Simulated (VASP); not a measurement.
# Ti (Fm-3m) in VASP: further runs, part 2 of 2

VASP 6.6.1.

**3. Single point, r2SCAN (strain -0.015 along x and y, -0.015 along z)**

Contents of POSCAR:

```
Ti
1.0
    0.0000000000      1.9995500000      1.9995500000
    1.9995500000      0.0000000000      1.9995500000
    1.9995500000      1.9995500000      0.0000000000
Ti
1
Direct
    0.0000000000      0.0000000000      0.0000000000
```

Contents of INCAR.step1:

```
SYSTEM = Ti
PREC = Accurate ; ENCUT = 520
ISMEAR = 0 ; SIGMA = 0.15
LREAL = .False. ; LASPH = .True.
NELM = 100 ; NBANDS = 12
GGA = PE ; ALGO = Normal
EDIFF = 1E-4 ; LWAVE = .True.
LCHARG = .False.
```

Contents of INCAR.step2:

```
SYSTEM = Ti
PREC = Accurate ; ENCUT = 520
EDIFF = 1E-6 ; ISMEAR = 0
SIGMA = 0.15 ; LREAL = .False.
LASPH = .True. ; NELM = 100
ALGO = Normal ; ISIF = 2
LWAVE = .False. ; LCHARG = .False.
METAGGA = R2SCAN ; LMIXTAU = .True.
NBANDS = 12 ; ISTART = 1
```

Contents of KPOINTS:

```
Automatic mesh
0
Gamma
  20 20 20
  0 0 0
```

Potentials or basis: VASP PAW PBE potentials, release 64 (Ti_sv).

Command:

```
> cat potpaw_PBE.64/Ti_sv/POTCAR > POTCAR
> cp INCAR.step1 INCAR
> mpirun -np 1 vasp_std > vasp.out
> cp INCAR.step2 INCAR
> mpirun -np 1 vasp_std > vasp.out
```

OUTCAR:

```text
SYSTEM = Ti
   PREC = Accurate
   ENCUT = 520
   EDIFF = 1E-6
   ISMEAR = 0
   LREAL = .False.
   LASPH = .True.
   NELM = 100
   ISIF = 2
   METAGGA = R2SCAN
   ISTART = 1

 ion  position               nearest neighbor table
   1  0.000  0.000  0.000-

  LATTYP: Found a face centered cubic cell.
 ALAT       =     3.9991000000

  Lattice vectors:

 A1 = (   0.0000000000,   1.9995500000,   1.9995500000)
 A2 = (   1.9995500000,   0.0000000000,   1.9995500000)
 A3 = (   1.9995500000,   1.9995500000,   0.0000000000)

Analysis of symmetry for initial positions (statically):
=====================================================================
 Subroutine PRICEL returns:
 Original cell was already a primitive cell.

 Routine SETGRP: Setting up the symmetry group for a
 face centered cubic supercell.

 Subroutine GETGRP returns: Found 48 space group operations
 (whereof 48 operations were pure point group operations)
 out of a pool of 48 trial point group operations.

The static configuration has the point symmetry O_h .

Analysis of symmetry for dynamics (positions and initial velocities):
=====================================================================
 Subroutine PRICEL returns:
[... 170 lines left out ...]
      6      10.2107      0.00000
      7      10.2107      0.00000
      8      10.2107      0.00000
      9      12.2120      0.00000
     10      12.2120      0.00000
     11      25.3805      0.00000
     12      30.7064      0.00000
[... 331 lines left out ...]
 k-point    24 :      -0.3500    0.0500    0.0000
  band No.  band energies     occupation
      1     -49.5858      2.00000
      2     -25.1932      2.00000
      3     -24.5514      2.00000
      4     -24.5214      2.00000
      5       5.8770      2.00000
      6       9.1756      0.85690
      7      10.2206      0.00000
      8      10.3255      0.00000
      9      12.7409      0.00000
     10      13.1896      0.00000
     11      20.4829      0.00000
     12      25.3200      0.00000

 [... further k-points ...]

------------------------ aborting loop because EDIFF is reached ----------------------------------------

  FORCE on cell =-STRESS in cart. coord.  units (eV):
  Direction    XX          YY          ZZ          XY          YZ          ZX
  --------------------------------------------------------------------------------------
  -------------------------------------------------------------------------------------
  Total        1.0941523      1.0941523      1.0941523      0.0000000     -0.0000000     -0.0000000
  in kB      109.6381158    109.6381158    109.6381158      0.0000000     -0.0000000     -0.0000000
  external PRESSURE =     109.6381158 kB  Pullay stress =       0.0000000 kB

 VOLUME and BASIS-vectors are now :
 -----------------------------------------------------------------------------
  energy-cutoff  :      520.00
  volume of cell :       15.99
      direct lattice vectors                 reciprocal lattice vectors
     0.000000000  1.999550000  1.999550000    -0.250056263  0.250056263  0.250056263
     1.999550000  0.000000000  1.999550000     0.250056263 -0.250056263  0.250056263
     1.999550000  1.999550000  0.000000000     0.250056263  0.250056263 -0.250056263

 POSITION                                       TOTAL-FORCE (eV/Angst)
 -----------------------------------------------------------------------------------
      0.00000      0.00000      0.00000         0.000000      0.000000     -0.000000
 -----------------------------------------------------------------------------------
    total drift:                                0.000000      0.000000     -0.000000

  FREE ENERGIE OF THE ION-ELECTRON SYSTEM (eV)
  ---------------------------------------------------
  free  energy   TOTEN  =       -12.8410172461 eV

  energy  without entropy=      -12.8248304956  energy(sigma->0) =      -12.83292387
```

OUTCAR.step1:

```text
SYSTEM = Ti
   PREC = Accurate
   ENCUT = 520
   ISMEAR = 0
   LREAL = .False.
   LASPH = .True.
   NELM = 100
[... 577 lines left out ...]
 -----------------------------------------------------------------------------------
      0.00000      0.00000      0.00000         0.000000      0.000000      0.000000
 -----------------------------------------------------------------------------------
    total drift:                               -0.000000     -0.000000     -0.000000

  FREE ENERGIE OF THE ION-ELECTRON SYSTEM (eV)
  ---------------------------------------------------
  free  energy   TOTEN  =        -7.7471440881 eV

  energy  without entropy=       -7.7297122672  energy(sigma->0) =       -7.73842818
```

Run time: 1.8 min. Hardware: 1 thread of Intel Xeon Platinum 8488C (Sapphire Rapids), shared host; peak memory 0.18 GiB.

What came out:

```yaml
Free_energy: -12.8410 eV
Pressure: 11.0 GPa
Band_gap_on_the_k_mesh: zero (band 6 reaches 10.21 eV, above the bottom of band 7 at 8.70 eV)
```

Levels at points of the mesh, in eV from the Fermi level:
| k point | band 4 | band 5 | band 6 | band 7 | band 8 | band 9 |
| --- | --- | --- | --- | --- | --- | --- |
| (0.00, 0.00, 0.00) | -33.59 | -6.65 | 1.05 | 1.05 | 1.05 | 3.06 |
| (0.50, 0.00, 0.00) | -33.70 | -2.91 | 0.68 | 0.95 | 0.96 | 4.22 |
| (0.50, 0.50, 0.00) | -33.90 | -2.98 | -2.03 | 3.23 | 4.28 | 4.50 |

Caveat: the cell differs from its parent crystal (strain -0.015 along x and y, -0.015 along z); the PAW data sets were made with another functional, which shifts forces and pressure a little.

**4. Single point, r2SCAN (strain +0.015 along x and y, +0.015 along z)**

Contents of POSCAR:

```
Ti
1.0
    0.0000000000      2.0604500000      2.0604500000
    2.0604500000      0.0000000000      2.0604500000
    2.0604500000      2.0604500000      0.0000000000
Ti
1
Direct
    0.0000000000      0.0000000000      0.0000000000
```

Contents of INCAR.step1:

```
SYSTEM = Ti
PREC = Accurate
ENCUT = 520
ISMEAR = 0
SIGMA = 0.15
LREAL = .FALSE.
LASPH = .TRUE.
NELM = 60
NBANDS = 12
GGA = PE
ALGO = Normal
EDIFF = 1E-4
LWAVE = .TRUE.
LCHARG = .FALSE.
```

Contents of INCAR.step2:

```
SYSTEM = Ti
PREC = Accurate
ENCUT = 520
EDIFF = 1E-6
ISMEAR = 0
SIGMA = 0.15
LREAL = .FALSE.
LASPH = .TRUE.
NELM = 60
ALGO = Normal
ISIF = 2
LWAVE = .FALSE.
LCHARG = .FALSE.
METAGGA = R2SCAN
LMIXTAU = .TRUE.
NBANDS = 12
ISTART = 1
```

Contents of KPOINTS:

```
Automatic mesh
0
G
  20 20 20
  0 0 0
```

Potentials or basis: VASP PAW PBE potentials, release 64 (Ti_sv).

Command:

```
> cat potpaw_PBE.64/Ti_sv/POTCAR > POTCAR
> cp INCAR.step1 INCAR
> mpirun -np 1 vasp_std > vasp.out
> cp INCAR.step2 INCAR
> mpirun -np 1 vasp_std > vasp.out
```

OUTCAR:

```text
SYSTEM = Ti
   PREC = Accurate
   ENCUT = 520
   EDIFF = 1E-6
   ISMEAR = 0
   LREAL = .FALSE.
   LASPH = .TRUE.
   NELM = 60
   ISIF = 2
   METAGGA = R2SCAN
   ISTART = 1

 ion  position               nearest neighbor table
   1  0.000  0.000  0.000-

  LATTYP: Found a face centered cubic cell.
 ALAT       =     4.1209000000

  Lattice vectors:

 A1 = (   0.0000000000,   2.0604500000,   2.0604500000)
 A2 = (   2.0604500000,   0.0000000000,   2.0604500000)
 A3 = (   2.0604500000,   2.0604500000,   0.0000000000)

Analysis of symmetry for initial positions (statically):
=====================================================================
 Subroutine PRICEL returns:
 Original cell was already a primitive cell.

 Routine SETGRP: Setting up the symmetry group for a
 face centered cubic supercell.

 Subroutine GETGRP returns: Found 48 space group operations
 (whereof 48 operations were pure point group operations)
 out of a pool of 48 trial point group operations.

The static configuration has the point symmetry O_h .

Analysis of symmetry for dynamics (positions and initial velocities):
=====================================================================
 Subroutine PRICEL returns:
 Original cell was already a primitive cell.

 Routine SETGRP: Setting up the symmetry group for a
 face centered cubic supercell.

 Subroutine GETGRP returns: Found 48 space group operations
 (whereof 48 operations were pure point group operations)
 out of a pool of 48 trial point group operations.

The dynamic configuration has the point symmetry O_h .

 Subroutine INISYM returns: Found 48 space group operations
 (whereof 48 operations are pure point group operations),
 and found     1 'primitive' translations

----------------------------------------------------------------------------------------

                                     Primitive cell

  volume of cell :      17.4951

  direct lattice vectors                    reciprocal lattice vectors
     0.000000000  2.060450000  2.060450000    -0.242665437  0.242665437  0.242665437
     2.060450000  0.000000000  2.060450000     0.242665437 -0.242665437  0.242665437
     2.060450000  2.060450000  0.000000000     0.242665437  0.242665437 -0.242665437

  length of vectors
     2.913916335  2.913916335  2.913916335     0.420308866  0.420308866  0.420308866

  position of ions in fractional coordinates (direct lattice)
     0.000000000  0.000000000  0.000000000

  ion indices of the primitive-cell ions
   primitive index   ion index
                 1           1

----------------------------------------------------------------------------------------

 KPOINTS: Automatic mesh

Automatic generation of k-mesh.
 Grid dimensions read from file:
 generate k-points for:   20   20   20

 Generating k-lattice:

  Cartesian coordinates                     Fractional coordinates (reciprocal lattice)
    -0.012133272  0.012133272  0.012133272     0.050000000  0.000000000  0.000000000
     0.012133272 -0.012133272  0.012133272     0.000000000  0.050000000  0.000000000
     0.012133272  0.012133272 -0.012133272     0.000000000  0.000000000  0.050000000

  Length of vectors
     0.021015443  0.021015443  0.021015443

  Shift w.r.t. Gamma in fractional coordinates (k-lattice)
     0.000000000  0.000000000  0.000000000

 Subroutine IBZKPT returns following result:
 ===========================================

 Found    256 irreducible k-points:

 Following reciprocal coordinates:
            Coordinates               Weight
  0.000000  0.000000  0.000000      1.000000
  0.050000  0.000000  0.000000      8.000000
  0.100000  0.000000  0.000000      8.000000
  0.150000  0.000000  0.000000      8.000000
  0.200000  0.000000  0.000000      8.000000
  0.250000  0.000000  0.000000      8.000000
[... 16 lines left out ...]
 -0.400000  0.050000  0.000000     24.000000
 -0.350000  0.050000  0.000000     24.000000
 [... further k-points ...]
   k-points           NKPTS =    256   k-points in BZ     NKDIM =    256   number of bands    NBANDS=     12
   number of dos      NEDOS =    301   number of ions     NIONS =      1
   total plane-waves  NPLWV =  13824
   dimension x,y,z NGX =    24 NGY =   24 NGZ =   24
   dimension x,y,z NGXF=    48 NGYF=   48 NGZF=   48
   ions per type =               1
   NGX,Y,Z   is equivalent  to a cutoff of  13.69, 13.69, 13.69 a.u.
   NGXF,Y,Z  is equivalent  to a cutoff of  27.39, 27.39, 27.39 a.u.
 SYSTEM =  Ti
   PREC   = accura    normal or accurate (medium, high low for compatibility)
   ISTART =      1    job   : 0-new  1-cont  2-samecut
   ICHARG =      0    charge: 1-file 2-atom 10-const
   ISPIN  =      1    spin polarized calculation?
   LNONCOLLINEAR =      F non collinear calculations
   LSORBIT =      F    spin-orbit coupling
   LASPH  =      T    aspherical Exc in radial PAW
   ENCUT  =  520.0 eV  38.22 Ry    6.18 a.u.   5.42  5.42  5.42*2*pi/ulx,y,z
   NELM   =     60;   NELMIN=  2; NELMDL=  0     # of ELM steps
   EDIFF  = 0.1E-05   stopping-criterion for ELM
   LREAL  =      F    real-space projection
   EDIFFG = 0.1E-04   stopping-criterion for IOM
   NSW    =      0    number of steps for IOM
   IBRION =     -1    ionic relax: 0-MD 1-quasi-New 2-CG
   NFREE  =      0    steps in history (QN), initial steepest desc. (CG)
   ISIF   =      2    stress and relaxation
   ISYM   =      2    0-nonsym 1-usesym 2-fastsym
   POTIM  = 0.5000    time-step for ionic-motion
   TEBEG  =    0.0;   TEEND  =   0.0 temperature during run
   PSTRESS=    0.0 pullay stress
   NELECT =      12.0000    total number of electrons
   NUPDOWN=      -1.0000    fix difference up-down
   EMIN   =  10.00;   EMAX   =-10.00  energy-range for DOS
   EFERMI =   0.00;   METHOD = LEGACY
   ISMEAR =     0;   SIGMA  =   0.15  broadening in eV -4-tet -1-fermi 0-gaus
   EFERMI_NEDOS =   21; number of points for ismear=-14 and -15
   IALGO  =     38    algorithm
   IMIX   =      4    mixing-type and parameters
     AMIX     =   0.40;   BMIX     =  1.00
     AMIX_MAG =   1.60;   BMIX_MAG =  1.00
  volume/ion in A,a.u.               =      17.50       118.06
  Fermi-wavevector in a.u.,A,eV,Ry     =   1.443765  2.728320 28.360763  2.084457
  Thomas-Fermi vector in A             =   2.562136
   LORBIT       =      0    0 simple, 1 ext, 2 COOP (PROOUT), +10 PAW based schemes
   METAGGA = R2SCAN    functional components
   LHFCALC =     F    Hartree Fock is set to
   AEXX    =    0.0000 exact exchange contribution
   IVDW    =     0    specifies the selected vdW correction
   LEPSILON=     F    determine dielectric tensor
   LRPA    =     F    only Hartree local field effects (RPA)
 non-spin polarized calculation
 Gauss-broadening in eV      SIGMA  =   0.15
  energy-cutoff  :      520.00
  volume of cell :       17.50
 maximum number of plane-waves:       495
 NGX is ok and might be reduce to    24
   NGX = 11   NGY = 11   NGZ = 11

 number of electron      12.0000001 magnetization

 Free energy of the ion-electron system (eV)
  ---------------------------------------------------
  ext. energy  EPLUGINS =         0.00000000
  ---------------------------------------------------
  free energy    TOTEN  =       -12.88851711 eV

  energy without entropy =      -12.87085216  energy(sigma->0) =      -12.87968464

 E-fermi :   8.1532     XC(G=0): -12.3752

 val. band max:        8.1519763532   @ k =  -0.4500   0.1000   0.0000
 cond. band min:       8.1574115366   @ k =  -0.1500   0.1500   0.0500
 fundamental gap:      0.0054351834
 Fermi energy:         8.1532090520

 k-point     1 :       0.0000    0.0000    0.0000
  band No.  band energies     occupation
      1     -50.9075      2.00000
      2     -25.7188      2.00000
      3     -25.7187      2.00000
      4     -25.7187      2.00000
      5       1.6994      2.00000
      6       9.1483      0.00000
      7       9.1483      0.00000
      8       9.1483      0.00000
      9      10.9372      0.00000
     10      10.9372      0.00000
     11      23.8975      0.00000
     12      28.7485      0.00000
[... 331 lines left out ...]
 k-point    24 :      -0.3500    0.0500    0.0000
  band No.  band energies     occupation
      1     -50.8021      2.00000
      2     -26.2868      2.00000
      3     -25.8092      2.00000
      4     -25.7869      2.00000
      5       4.9794      2.00000
      6       8.0947      1.41898
      7       9.1741      0.00000
      8       9.2699      0.00000
      9      11.3986      0.00000
     10      11.7888      0.00000
     11      18.4480      0.00000
     12      23.7247      0.00000

 [... further k-points ...]
[... 5 lines left out ...]
  --------------------------------------------------------------------------------------
  -------------------------------------------------------------------------------------
  Total       -0.0466255     -0.0466255     -0.0466255     -0.0000000     -0.0000000      0.0000000
  in kB       -4.2698991     -4.2698991     -4.2698991     -0.0000000     -0.0000000      0.0000000
  external PRESSURE =      -4.2698991 kB  Pullay stress =       0.0000000 kB

 VOLUME and BASIS-vectors are now :
 -----------------------------------------------------------------------------
  energy-cutoff  :      520.00
  volume of cell :       17.50
      direct lattice vectors                 reciprocal lattice vectors
     0.000000000  2.060450000  2.060450000    -0.242665437  0.242665437  0.242665437
     2.060450000  0.000000000  2.060450000     0.242665437 -0.242665437  0.242665437
     2.060450000  2.060450000  0.000000000     0.242665437  0.242665437 -0.242665437

 POSITION                                       TOTAL-FORCE (eV/Angst)
 -----------------------------------------------------------------------------------
      0.00000      0.00000      0.00000         0.000000     -0.000000      0.000000
 -----------------------------------------------------------------------------------
    total drift:                                0.000000      0.000000     -0.000000

  FREE ENERGIE OF THE ION-ELECTRON SYSTEM (eV)
  ---------------------------------------------------
  free  energy   TOTEN  =       -12.8885171134 eV

  energy  without entropy=      -12.8708521632  energy(sigma->0) =      -12.87968464
```

Wall time 1.9 min (1 thread of Intel Xeon Platinum 8488C (Sapphire Rapids), shared host); peak memory 0.18 GiB.

What came out:

* Free energy: -12.8885 eV
* Pressure: -0.4 GPa
* Band gap on the k mesh: zero (band 6 reaches 9.15 eV, above the bottom of band 7 at 7.74 eV)

Caveat: the cell differs from its parent crystal (strain +0.015 along x and y, +0.015 along z); the PAW data sets were made with another functional, which shifts forces and pressure a little.

**5. Overview**

| cell | gap on the mesh (eV) | pressure (GPa) |
| --- | --- | --- |
| a = 2.785 Å, angles 60.0°, 1 atom | none | 18.1 |
| a = 2.828 Å, angles 60.0°, 1 atom | none | 11.0 |
| a = 2.914 Å, angles 60.0°, 1 atom | none | -0.4 |

Alike in all rows: task single point; level r2SCAN; potentials or basis VASP PAW PBE potentials, release 64 (Ti_sv); no spin polarisation; k mesh 20 × 20 × 20; cutoff (eV) 520; smearing gaussian 0.15 eV.

Caveats: the PAW data sets were made with another functional, which shifts forces and pressure a little.

Absolute energies hang on the potentials; compare differences alone.
